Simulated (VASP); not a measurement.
Wanted: the native input for a VASP 6.6.1 run.

| Quantity | Value |
| --- | --- |
| Task | single point |
| Functional | PBE |
| Potentials or basis | VASP PAW PBE potentials, release 64 (Mg, O) |
| Cutoff | 520 eV |
| k mesh | 2 × 2 × 2, shifted |
| Occupations | fermi-dirac, width 0.1034 eV |
| Spin | no spin polarisation |
| Dipole correction | no |
| Further INCAR settings | LREAL = Auto; ALGO = Normal; EDIFF = 1e-06; NBANDS = 46; ISYM = -1 |

The structure of MgO lies in POSCAR:

```
MgO
1.0
    4.3264946021      0.0000000000      4.3264946021
    0.0000000000     -4.3264946021      4.3264946021
    4.3264946021     -4.3264946021      0.0000000000
Mg O
8 8
Direct
    0.0055858154      0.0849630090      0.4993777177
   -0.0142247953      0.5903898502      0.5077758560
    0.4942845645      0.0655735245      0.4900603595
    0.4851105093      0.5811825118      0.5086741583
    0.0049924944      0.0772237182     -0.0158428488
   -0.0648245348      0.6407385782     -0.0409100245
    0.4516687711      0.1541209597     -0.0326764536
    0.4605342623      0.5759873129      0.0160492515
    0.7334887228      0.9005412830      0.1765715828
    0.7592364725      0.3664318682      0.2016816338
    0.2251680840      0.8107118632      0.2681786542
    0.2093342494      0.3594733481      0.2367633833
    0.7139970771      0.8856237792      0.7195112409
    0.7253051924      0.3679840486      0.7236743109
    0.2621568046      0.8474287702      0.7187721900
    0.2440708003      0.3689823164      0.7137512661
```

This cell differs from its parent crystal: dynamics (nvt langevin) at 1200 K, volume x 1.04, from the last frame before.

One way to write it, as run:

INCAR

```
SYSTEM = MgO
ALGO = Normal
EDIFF = 1E-6
ENCUT = 520
GGA = PE
GGA_COMPAT = .False.
ISIF = 2
ISMEAR = -1
ISYM = -1
LASPH = .True.
LCHARG = .False.
LREAL = Auto
LWAVE = .False.
NBANDS = 46
NELM = 120
PREC = Accurate
SIGMA = 0.1034
```

KPOINTS

```
explicit points
4
Reciprocal
  0.25000000   0.25000000   0.25000000 2
  0.25000000   0.25000000   0.75000000 2
  0.25000000   0.75000000   0.25000000 2
  0.25000000   0.75000000   0.75000000 2
```

Potentials or basis: VASP PAW PBE potentials, release 64 (Mg, O).

The run is started by

```bash
$ cat potpaw_PBE.64/Mg/POTCAR potpaw_PBE.64/O/POTCAR > POTCAR
$ mpirun -np 1 vasp_std > vasp.out
```

It gave:

```
Pressure               : -2.0 GPa
Largest force          : 2.195 eV/Å
Band gap on the k mesh : 4.57 eV
```

Caveat: the stress differs along the axes, from -7 to 2 GPa; the atoms stand as in a frame of molecular dynamics; a shifted mesh leaves out Γ, where band edges can lie; forces of over 1 eV/Å act on the atoms, so gaps and moduli don't describe the material at rest.

It took 44 s on 1 thread of AMD EPYC 9R45 96-Core Processor (Zen 5), on a shared host, peak memory 0.28 GiB.
